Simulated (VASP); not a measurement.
The system is Ir.

```
CELL_PARAMETERS angstrom
2.75138 0.00000 0.00000
-1.37569 2.38276 0.00000
0.00000 0.00000 4.41767
ATOMIC_POSITIONS crystal
Ir 0.33333 0.66667 0.25000
Ir 0.66667 0.33333 0.75000
```

Base run:

| Item | Value |
| --- | --- |
| Program | VASP 6.6.1 |
| Functional | PBEsol |
| Potentials or basis | VASP PAW PBE potentials, release 64 (Ir) |
| Cutoff | 520 eV |
| k mesh | 9 × 9 × 5 |
| Occupations | fermi-dirac, width 0.05 eV |
| Spin | no spin polarisation |

Its results: band gap on the k mesh zero (band 9 reaches 10.81 eV, above the bottom of band 10 at 7.87 eV); pressure -8.4 GPa.

Q: The run is repeated on the same cell with these changes: functional from PBEsol to PBE; further incar settings from ALGO = Normal; EDIFF = 1e-06; NBANDS = 16 to ALGO = Normal; EDIFF = 1e-07; NBANDS = 16. What comes out?

A: Band gap on the k mesh zero (band 9 reaches 10.97 eV, above the bottom of band 10 at 8.06 eV); pressure 2.6 GPa.

Caveats: spin-orbit coupling is left out, which moves the levels of the heavy elements; the PAW data sets were made with another functional, which shifts forces and pressure a little (some runs).
